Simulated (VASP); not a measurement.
# H4C19 in VASP: a series of runs

The runs below take H4C19 through single point, with PBE+D3(BJ).

All numbers are computed with VASP 6.6.1; they aren't measurements. Logs are shortened: lines on timing, memory, paths and dates and some standing lists are left out, and cuts for length are marked.

### 1 The cell of the first run

The cell holds a slab with vacuum, 23 atoms: a = 7.398 Å, b = 7.398 Å, c = 13.000 Å, α = 90.00°, β = 90.00°, γ = 120.00°.

### 2 Single point, PBE+D3(BJ)

The input, INCAR:

```
SYSTEM = H4C19
ALGO = Normal ; EDIFF = 1E-7
ENCUT = 520 ; GGA = PE
ISIF = 2 ; ISMEAR = 0
IVDW = 12 ; LASPH = .True.
LCHARG = .False. ; LREAL = Auto
LWAVE = .False. ; NBANDS = 57
NELM = 80 ; PREC = Accurate
SIGMA = 0.02
```

The input, KPOINTS:

```
k-points
0
Gamma
  2 2 1
  0 0 0
```

The input, POSCAR:

```
H4C19
1.0
    7.3980000000      0.0000000000      0.0000000000
   -3.6990000000      6.4068560000      0.0000000000
    0.0000000000      0.0000000000     13.0000000000
C H
19 4
Direct
   -0.0028629469     -0.0001000491      0.0559256154
    0.2218859424      0.1122858076      0.0560476923
   -0.0004850291      0.3346209123      0.0561638462
    0.2194810796      0.4445853005      0.0560066923
   -0.0015084651      0.6655670113      0.0559110769
    0.2204947344      0.7765623264      0.0560483077
    0.3328640851      0.0012934581      0.0560630769
    0.5528461646      0.1112995204      0.0560746923
    0.3318728606      0.3322512633      0.0558806154
    0.5538322967      0.4432490757      0.0555612308
    0.3304934087      0.6665988747      0.0559156923
    0.5552285337      0.7789628798      0.0555888462
    0.6651814001     -0.0011108413      0.0559521538
    0.8871558555      0.1098861907      0.0560811538
    0.6637848004      0.3332178841      0.0558876923
    0.8885284472      0.4455981218      0.0560330000
    0.6662215295      0.6679561707      0.0552063846
    0.8861107124      0.7778991755      0.0555118462
    0.6744417718      0.6609881664      0.3206480000
    0.8225871866      0.7920483932      0.2938878462
    0.5455220258      0.6808545408      0.2931055385
    0.6567852889      0.5150050196      0.2901182308
    0.6728610830      0.6561211927      0.4048426154
```

Potentials or basis: VASP PAW PBE potentials, release 64 (C, H).

Run with:

```console
cat potpaw_PBE.64/C/POTCAR potpaw_PBE.64/H/POTCAR > POTCAR
mpirun -np 1 vasp_std > vasp.out
```

OUTCAR:

```text
SYSTEM = H4C19
   EDIFF = 1E-7
   ENCUT = 520
   GGA = PE
   ISIF = 2
   ISMEAR = 0
   IVDW = 12
   LASPH = .True.
   LREAL = Auto
   NELM = 80
   PREC = Accurate
 IVDW          = 12

 ion  position               nearest neighbor table
   1  0.997  1.000  0.056-  14 1.41  18 1.42   2 1.44
   2  0.222  0.112  0.056-   9 1.41   7 1.42   1 1.44
   3  1.000  0.335  0.056-   4 1.41  16 1.42  14 1.44
   4  0.219  0.445  0.056-   3 1.41  11 1.42   9 1.44
   5  0.998  0.666  0.056-  16 1.41   6 1.42  18 1.44
   6  0.220  0.777  0.056-  11 1.41   5 1.42   7 1.44
[... 10 lines left out ...]
  17  0.666  0.668  0.055-  18 1.41  12 1.42  10 1.44
  18  0.886  0.778  0.056-  17 1.41   1 1.42   5 1.44
  19  0.674  0.661  0.321-  23 1.09  21 1.10  20 1.10  22 1.10
  20  0.823  0.792  0.294-  19 1.10
  21  0.546  0.681  0.293-  19 1.10
  22  0.657  0.515  0.290-  19 1.10
  23  0.673  0.656  0.405-  19 1.09

  LATTYP: Found a hexagonal cell.
 ALAT       =     7.3980000000
 C/A-ratio  =     1.7572316842

  Lattice vectors:

 A1 = (   7.3980000000,   0.0000000000,   0.0000000000)
 A2 = (  -3.6990000000,   6.4068560000,   0.0000000000)
 A3 = (   0.0000000000,   0.0000000000,  13.0000000000)

Analysis of symmetry for initial positions (statically):
=====================================================================
 Subroutine PRICEL returns:
 Original cell was already a primitive cell.

 Routine SETGRP: Setting up the symmetry group for a
 hexagonal supercell.

 Subroutine GETGRP returns: Found  1 space group operations
 (whereof  1 operations were pure point group operations)
 out of a pool of 24 trial point group operations.

The static configuration has the point symmetry C_1 .

Analysis of symmetry for dynamics (positions and initial velocities):
=====================================================================
 Subroutine PRICEL returns:
 Original cell was already a primitive cell.

 Routine SETGRP: Setting up the symmetry group for a
 hexagonal supercell.

 Subroutine GETGRP returns: Found  1 space group operations
 (whereof  1 operations were pure point group operations)
 out of a pool of 24 trial point group operations.

The dynamic configuration has the point symmetry C_1 .

 Subroutine INISYM returns: Found  1 space group operations
 (whereof  1 operations are pure point group operations),
 and found     1 'primitive' translations

----------------------------------------------------------------------------------------

                                     Primitive cell

  volume of cell :     616.1730

  direct lattice vectors                    reciprocal lattice vectors
     7.398000000  0.000000000  0.000000000     0.135171668  0.078041398  0.000000000
    -3.699000000  6.406856000  0.000000000     0.000000000  0.156082796  0.000000000
     0.000000000  0.000000000 13.000000000     0.000000000  0.000000000  0.076923077

  length of vectors
     7.398000000  7.398000054 13.000000000     0.156082797  0.156082796  0.076923077

  position of ions in fractional coordinates (direct lattice)
     0.997137053  0.999899951  0.055925615
     0.221885942  0.112285808  0.056047692
     0.999514971  0.334620912  0.056163846
     0.219481080  0.444585301  0.056006692
     0.998491535  0.665567011  0.055911077
     0.220494734  0.776562326  0.056048308
[... 15 lines left out ...]
     0.656785289  0.515005020  0.290118231
     0.672861083  0.656121193  0.404842615

  ion indices of the primitive-cell ions
   primitive index   ion index
                 1           1
                 2           2
                 3           3
                 4           4
                 5           5
                 6           6
[... 15 lines left out ...]
                22          22
                23          23

----------------------------------------------------------------------------------------

 KPOINTS: k-points

Automatic generation of k-mesh.
 Grid dimensions read from file:
 generate k-points for:    2    2    1

 Generating k-lattice:

  Cartesian coordinates                     Fractional coordinates (reciprocal lattice)
     0.067585834  0.039020699  0.000000000     0.500000000 -0.000000000  0.000000000
     0.000000000  0.078041398  0.000000000     0.000000000  0.500000000  0.000000000
     0.000000000  0.000000000  0.076923077     0.000000000  0.000000000  1.000000000

  Length of vectors
     0.078041399  0.078041398  0.076923077

  Shift w.r.t. Gamma in fractional coordinates (k-lattice)
     0.000000000  0.000000000  0.000000000

 Subroutine IBZKPT returns following result:
 ===========================================

 Found      4 irreducible k-points:

 Following reciprocal coordinates:
            Coordinates               Weight
  0.000000  0.000000  0.000000      1.000000
  0.500000  0.000000  0.000000      1.000000
  0.000000  0.500000  0.000000      1.000000
  0.500000  0.500000  0.000000      1.000000
   k-points           NKPTS =      4   k-points in BZ     NKDIM =      4   number of bands    NBANDS=     57
   number of dos      NEDOS =    301   number of ions     NIONS =     23
   total plane-waves  NPLWV = 307328
   dimension x,y,z NGX =    56 NGY =   56 NGZ =   98
   dimension x,y,z NGXF=   112 NGYF=  112 NGZF=  196
   ions per type =              19   4
   NGX,Y,Z   is equivalent  to a cutoff of  12.58, 12.58, 12.53 a.u.
   NGXF,Y,Z  is equivalent  to a cutoff of  25.17, 25.17, 25.06 a.u.
 SYSTEM =  H4C19
   PREC   = accura    normal or accurate (medium, high low for compatibility)
   ISTART =      0    job   : 0-new  1-cont  2-samecut
   ICHARG =      2    charge: 1-file 2-atom 10-const
   ISPIN  =      1    spin polarized calculation?
   LNONCOLLINEAR =      F non collinear calculations
   LSORBIT =      F    spin-orbit coupling
   LASPH  =      T    aspherical Exc in radial PAW
   ENCUT  =  520.0 eV  38.22 Ry    6.18 a.u.  13.76 13.76 24.17*2*pi/ulx,y,z
   NELM   =     80;   NELMIN=  2; NELMDL= -5     # of ELM steps
   EDIFF  = 0.1E-06   stopping-criterion for ELM
   LREAL  =      T    real-space projection
   EDIFFG = 0.1E-05   stopping-criterion for IOM
   NSW    =      0    number of steps for IOM
   IBRION =     -1    ionic relax: 0-MD 1-quasi-New 2-CG
   NFREE  =      0    steps in history (QN), initial steepest desc. (CG)
   ISIF   =      2    stress and relaxation
   ISYM   =      2    0-nonsym 1-usesym 2-fastsym
   POTIM  = 0.5000    time-step for ionic-motion
   TEBEG  =    0.0;   TEEND  =   0.0 temperature during run
   PSTRESS=    0.0 pullay stress
   NELECT =      80.0000    total number of electrons
   NUPDOWN=      -1.0000    fix difference up-down
   EMIN   =  10.00;   EMAX   =-10.00  energy-range for DOS
   EFERMI =   0.00;   METHOD = LEGACY
   ISMEAR =     0;   SIGMA  =   0.02  broadening in eV -4-tet -1-fermi 0-gaus
   EFERMI_NEDOS =   21; number of points for ismear=-14 and -15
   IALGO  =     38    algorithm
   IMIX   =      4    mixing-type and parameters
     AMIX     =   0.40;   BMIX     =  1.00
     AMIX_MAG =   1.60;   BMIX_MAG =  1.00
  volume/ion in A,a.u.               =      26.79       180.79
  Fermi-wavevector in a.u.,A,eV,Ry     =   0.828967  1.566521  9.349739  0.687186
  Thomas-Fermi vector in A             =   1.941434
   LORBIT       =      0    0 simple, 1 ext, 2 COOP (PROOUT), +10 PAW based schemes
   GGA     = PE    functional components
   LHFCALC =     F    Hartree Fock is set to
   AEXX    =    0.0000 exact exchange contribution
   IVDW    =    12    specifies the selected vdW correction
   LEPSILON=     F    determine dielectric tensor
   LRPA    =     F    only Hartree local field effects (RPA)
 non-spin polarized calculation
 Gauss-broadening in eV      SIGMA  =   0.02
  energy-cutoff  :      520.00
  volume of cell :      616.17
 maximum number of plane-waves:     16651
 NGX is ok and might be reduce to    56
   NGX = 27   NGY = 27   NGZ = 49

 number of electron      80.0000000 magnetization

 Free energy of the ion-electron system (eV)
  ---------------------------------------------------
  ext. energy  EPLUGINS =         0.00000000
  ---------------------------------------------------
  free energy    TOTEN  =      -189.64681594 eV

  energy without entropy =     -189.64681594  energy(sigma->0) =     -189.64681594

 E-fermi :  -1.7303     XC(G=0):  -3.9607

 val. band max:       -1.8396922253   @ k =   0.0000   0.0000   0.0000
 cond. band min:      -1.6197089600   @ k =   0.0000   0.0000   0.0000
 fundamental gap:      0.2199832653
 Fermi energy:        -1.7302571035

 k-point     1 :       0.0000    0.0000    0.0000
  band No.  band energies     occupation
      1     -21.2520      2.00000
      2     -18.7476      2.00000
      3     -18.7455      2.00000
      4     -18.6593      2.00000
      5     -18.6581      2.00000
      6     -18.5974      2.00000
[... 44 lines left out ...]
     51       3.2790      0.00000
     52       4.2781      0.00000

 k-point     2 :       0.5000    0.0000    0.0000
  band No.  band energies     occupation
      1     -20.5984      2.00000
      2     -20.5977      2.00000
      3     -19.3504      2.00000
      4     -19.2602      2.00000
      5     -16.8591      2.00000
      6     -16.8582      2.00000
[... 44 lines left out ...]
     51       3.6932      0.00000
     52       4.0227      0.00000

 k-point     3 :       0.0000    0.5000    0.0000
  band No.  band energies     occupation
      1     -20.5991      2.00000
      2     -20.5969      2.00000
      3     -19.3501      2.00000
      4     -19.2604      2.00000
      5     -16.8587      2.00000
      6     -16.8581      2.00000
[... 44 lines left out ...]
     51       3.6880      0.00000
     52       4.0267      0.00000

 k-point     4 :       0.5000    0.5000    0.0000
  band No.  band energies     occupation
      1     -20.5990      2.00000
      2     -20.5970      2.00000
      3     -19.3500      2.00000
      4     -19.2606      2.00000
      5     -16.8584      2.00000
      6     -16.8581      2.00000
[... 44 lines left out ...]
     51       3.6897      0.00000
     52       4.0265      0.00000
 [bands above 52 left out]

------------------------ aborting loop because EDIFF is reached ----------------------------------------

 Edisp (eV)   -1.78118

 E8    (eV) :    -0.5392

  FORCE on cell =-STRESS in cart. coord.  units (eV):
  Direction    XX          YY          ZZ          XY          YZ          ZX
  --------------------------------------------------------------------------------------
  -------------------------------------------------------------------------------------
  Total       1.11690     1.10952    -0.14855    -0.00321     0.00380    -0.00018
  in kB       2.90416     2.88498    -0.38625    -0.00836     0.00987    -0.00048
  external pressure =        1.80 kB  Pullay stress =        0.00 kB

 VOLUME and BASIS-vectors are now :
 -----------------------------------------------------------------------------
  energy-cutoff  :      520.00
  volume of cell :      616.17
      direct lattice vectors                 reciprocal lattice vectors
     7.398000000  0.000000000  0.000000000     0.135171668  0.078041398  0.000000000
    -3.699000000  6.406856000  0.000000000     0.000000000  0.156082796  0.000000000
     0.000000000  0.000000000 13.000000000     0.000000000  0.000000000  0.076923077

 POSITION                                       TOTAL-FORCE (eV/Angst)
 -----------------------------------------------------------------------------------
      3.67819      6.40621      0.72703         0.024481     -0.009077      0.001831
      1.22617      0.71940      0.72862        -0.017728     -0.016048     -0.001202
      6.15665      2.14387      0.73013         0.001227     -0.018769     -0.001222
     -0.02080      2.84839      0.72809         0.022186      0.018454      0.001098
      4.92491      4.26419      0.72684        -0.001078      0.021915     -0.001198
     -1.24128      4.97532      0.72863        -0.007011      0.012493      0.004044
[... 15 lines left out ...]
      2.95389      3.29956      3.77154         0.007813     -0.017417     -0.007772
      2.55083      4.20367      5.26295         0.001204     -0.000965      0.022945
 -----------------------------------------------------------------------------------
    total drift:                               -0.005238      0.006231      0.006635

  FREE ENERGIE OF THE ION-ELECTRON SYSTEM (eV)
  ---------------------------------------------------
  free  energy   TOTEN  =      -191.4279967382 eV

  energy  without entropy=     -191.4279967382  energy(sigma->0) =     -191.42799674
```

It took 3.9 min on 1 thread of AMD EPYC 7R43 (Zen 3), shared host; peak memory 0.58 GiB.

Results:

```yaml
Free_energy: -191.4280 eV
Largest_force: 0.038 eV/Å
Band_gap_on_the_k_mesh: 0.22 eV, direct
Dispersion_energy_per_atom: -0.077 eV
```

Forces on the atoms (eV/Å):
```
C    0.024 -0.009  0.002
C   -0.018 -0.016 -0.001
C    0.001 -0.019 -0.001
C    0.022  0.018  0.001
C   -0.001  0.022 -0.001
C   -0.007  0.012  0.004
C   -0.009 -0.026 -0.001
C    0.020 -0.018 -0.001
C   -0.014  0.022  0.003
C   -0.011  0.023 -0.010
C    0.020 -0.001  0.000
C   -0.006 -0.038 -0.003
C   -0.015  0.022  0.003
C   -0.009  0.011  0.002
C    0.013  0.019  0.005
C   -0.013 -0.008  0.000
C   -0.024 -0.018  0.002
C    0.022  0.006  0.002
C    0.006 -0.001 -0.006
H    0.011  0.018 -0.007
H   -0.023  0.000 -0.008
H    0.008 -0.017 -0.008
H    0.001 -0.001  0.023
```

Caveat: the k points lie up to 0.49 Å⁻¹ apart.

(Continued in part 2 of 2.)
